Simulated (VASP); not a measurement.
# TiO2 (I4_1/amd) in VASP: further runs, part 2 of 2

VASP 6.6.1. The steps go on from the part before.

**3. Single point, PBEsol**

This run uses another cell than the first one, of 11.31 Å³/atom.

INCAR reads:

```
ALGO = Normal
EDIFF = 1E-7
ENCUT = 520
GGA = PS
ISIF = 2
ISMEAR = -1
LASPH = T
LCHARG = F
LREAL = F
LWAVE = F
NBANDS = 33
NELM = 60
PREC = Accurate
SIGMA = 0.02
```

KPOINTS reads:

```
k-points
0
Gamma
  8 8 8
```

POSCAR reads:

```
TiO2
1.0
   -1.8846919695      1.8846919695      4.7773655184
    1.8846919695     -1.8846919695      4.7773655184
    1.8846919695      1.8846919695     -4.7773655184
Ti O
2 4
Direct
    0.0000000000      0.0000000000      0.0000000000
    0.7500000000      0.2500000000      0.5000000000
    0.9574864604      0.4574864604      0.5000000000
    0.2074864604      0.2074864604      0.0000000000
    0.5425135396      0.0425135396      0.5000000000
    0.7925135396      0.7925135396      0.0000000000
```

Potentials or basis: VASP PAW PBE potentials, release 64 (Ti_sv, O).

The run is started by

```sh
$ cat potpaw_PBE.64/Ti_sv/POTCAR potpaw_PBE.64/O/POTCAR > POTCAR
$ mpirun -np 1 vasp_std > vasp.out
```

OUTCAR:

```text
EDIFF = 1E-7
   ENCUT = 520
   GGA = PS
   ISIF = 2
   ISMEAR = -1
   LASPH = T
   LREAL = F
   NELM = 60
   PREC = Accurate

 ion  position               nearest neighbor table
   1  0.000  0.000  0.000-   5 1.93   3 1.93   5 1.93   3 1.93   4 1.98   6 1.98
   2  0.750  0.250  0.500-   6 1.93   4 1.93   6 1.93   4 1.93   3 1.98   5 1.98
   3  0.957  0.457  0.500-   1 1.93   1 1.93   2 1.98
   4  0.207  0.207  0.000-   2 1.93   2 1.93   1 1.98
   5  0.543  0.043  0.500-   1 1.93   1 1.93   2 1.98
   6  0.793  0.793  0.000-   2 1.93   2 1.93   1 1.98

  LATTYP: Found a body centered tetragonal cell.
 ALAT       =     3.7693839390
 C/A-ratio  =     2.5348256350

  Lattice vectors:

 A1 = (  -1.8846919695,   1.8846919695,   4.7773655184)
 A2 = (   1.8846919695,  -1.8846919695,   4.7773655184)
 A3 = (   1.8846919695,   1.8846919695,  -4.7773655184)

Analysis of symmetry for initial positions (statically):
=====================================================================
 Subroutine PRICEL returns:
 Original cell was already a primitive cell.

 Routine SETGRP: Setting up the symmetry group for a
 body centered tetragonal supercell.

 Subroutine GETGRP returns: Found 16 space group operations
 (whereof  8 operations were pure point group operations)
 out of a pool of 16 trial point group operations.

The static configuration has the point symmetry D_2d.
 The point group associated with its full space group is D_4h.

Analysis of symmetry for dynamics (positions and initial velocities):
=====================================================================
 Subroutine PRICEL returns:
 Original cell was already a primitive cell.

 Routine SETGRP: Setting up the symmetry group for a
 body centered tetragonal supercell.

 Subroutine GETGRP returns: Found 16 space group operations
 (whereof  8 operations were pure point group operations)
[... 125 lines left out ...]
   EFERMI =   0.00;   METHOD = LEGACY
   ISMEAR =    -1;   SIGMA  =   0.02  broadening in eV -4-tet -1-fermi 0-gaus
   EFERMI_NEDOS =   21; number of points for ismear=-14 and -15
   IALGO  =     38    algorithm
   IMIX   =      4    mixing-type and parameters
     AMIX     =   0.40;   BMIX     =  1.00
     AMIX_MAG =   1.60;   BMIX_MAG =  1.00
  volume/ion in A,a.u.               =      11.31        76.34
  Fermi-wavevector in a.u.,A,eV,Ry     =   1.458519  2.756202 28.943380  2.127278
  Thomas-Fermi vector in A             =   2.575194
   LORBIT       =      0    0 simple, 1 ext, 2 COOP (PROOUT), +10 PAW based schemes
   GGA     = PS    functional components
   LHFCALC =     F    Hartree Fock is set to
   AEXX    =    0.0000 exact exchange contribution
   IVDW    =     0    specifies the selected vdW correction
   LEPSILON=     F    determine dielectric tensor
   LRPA    =     F    only Hartree local field effects (RPA)
 non-spin polarized calculation
  energy-cutoff  :      520.00
  volume of cell :       67.88
 maximum number of plane-waves:      1845
 NGX is ok and might be reduce to    42
   NGX = 21   NGY = 21   NGZ = 21

 number of electron      47.9999993 magnetization

 Free energy of the ion-electron system (eV)
  ---------------------------------------------------
  ext. energy  EPLUGINS =         0.00000000
  ---------------------------------------------------
  free energy    TOTEN  =       -56.21750034 eV

  energy without entropy =      -56.21750034  energy(sigma->0) =      -56.21750034

 E-fermi :   3.8155     XC(G=0): -11.0350

 val. band max:        3.2778720018   @ k =  -0.3750   0.3750   0.0000
 cond. band min:       5.4037346559   @ k =   0.0000   0.0000   0.0000
 fundamental gap:      2.1258626540
 Fermi energy:         3.8155214572

 k-point     1 :       0.0000    0.0000    0.0000
  band No.  band energies     occupation
      1     -52.7908      2.00000
      2     -52.7285      2.00000
      3     -29.3831      2.00000
      4     -29.1343      2.00000
      5     -29.1343      2.00000
      6     -29.0613      2.00000
[... 853 lines left out ...]
     32      10.0166      0.00000
     33      10.6146      0.00000

 [... further k-points ...]
[... 5 lines left out ...]
  --------------------------------------------------------------------------------------
  -------------------------------------------------------------------------------------
  Total        0.2862313      0.2862313      0.3089756      0.0000000      0.0000000      0.0000000
  in kB        6.7561387      6.7561387      7.2929880      0.0000000      0.0000000      0.0000000
  external PRESSURE =       6.9350885 kB  Pullay stress =       0.0000000 kB

 VOLUME and BASIS-vectors are now :
 -----------------------------------------------------------------------------
  energy-cutoff  :      520.00
  volume of cell :       67.88
      direct lattice vectors                 reciprocal lattice vectors
    -1.884691969  1.884691969  4.777365518     0.000000000  0.265295342  0.104660194
     1.884691969 -1.884691969  4.777365518     0.265295342  0.000000000  0.104660194
     1.884691969  1.884691969 -4.777365518     0.265295342  0.265295342  0.000000000

 POSITION                                       TOTAL-FORCE (eV/Angst)
 -----------------------------------------------------------------------------------
      0.00000      0.00000      0.00000         0.000000      0.000000     -0.000000
      0.00000      1.88469      2.38868         0.000000      0.000000      0.000000
      0.00000      1.88469      4.37116        -0.000000     -0.000000      0.019992
      0.00000      0.00000      1.98248        -0.000000     -0.000000      0.019992
      0.00000      1.88469      0.40621         0.000000      0.000000     -0.019992
      0.00000      0.00000      7.57225         0.000000      0.000000     -0.019992
 -----------------------------------------------------------------------------------
    total drift:                               -0.000000      0.000000      0.000000

  FREE ENERGIE OF THE ION-ELECTRON SYSTEM (eV)
  ---------------------------------------------------
  free  energy   TOTEN  =       -56.2175003438 eV

  energy  without entropy=      -56.2175003438  energy(sigma->0) =      -56.21750034
```

stdout:

```text
POSCAR found type information on POSCAR TiO
 POSCAR found :  2 types and       6 ions
 scaLAPACK will be used
 -----------------------------------------------------------------------------
|                                                                             |
|                                                                             |
|     You enforced a specific xc type in the INCAR file but a different       |
|     I HOPE YOU KNOW WHAT YOU ARE DOING!                                     |
|                                                                             |
 -----------------------------------------------------------------------------

 LDA part: xc-table for (Slater+PW92), standard interpolation
 POSCAR, INCAR and KPOINTS ok, starting setup
 FFT: planning ... GRIDC
 FFT: planning ... GRID_SOFT
 FFT: planning ... GRID
 WAVECAR not read
 entering main loop
```

Wall time 4.2 min (1 thread of Intel Xeon Platinum 8375C at 2.90GHz (Ice Lake), shared host); peak memory 0.3 GiB.

What came out:

| Quantity | Value |
| --- | --- |
| Free energy | -56.2175 eV |
| Pressure | 0.7 GPa |
| Largest force | 0.020 eV/Å |
| Band gap on the k mesh | 2.13 eV (least direct gap 2.42 eV) |

Forces in eV/Å, atoms in the order of the input:
```
Ti   0.000  0.000  0.000
Ti   0.000  0.000  0.000
O    0.000  0.000  0.020
O    0.000  0.000  0.020
O    0.000  0.000 -0.020
O    0.000  0.000 -0.020
```

Levels at points of the mesh, in eV from the valence-band top:
```tsv
k point	band 21	band 22	band 23	band 24	band 25	band 26	band 27	band 28
(0.00, 0.00, 0.00)	-0.74	-0.74	-0.43	-0.43	2.13	2.87	4.08	4.08
(0.50, 0.00, 0.00)	-1.95	-0.93	-0.80	-0.61	3.28	3.61	3.62	3.70
(0.50, 0.50, 0.00)	-2.06	-2.06	-0.01	-0.01	3.37	3.37	3.86	3.86
(0.50, 0.50, 0.50)	-1.23	-1.23	-0.07	-0.07	2.49	2.49	3.83	3.83
```

Caveat: the PAW data sets were made with another functional, which shifts forces and pressure a little. A k mesh can miss the band edges.
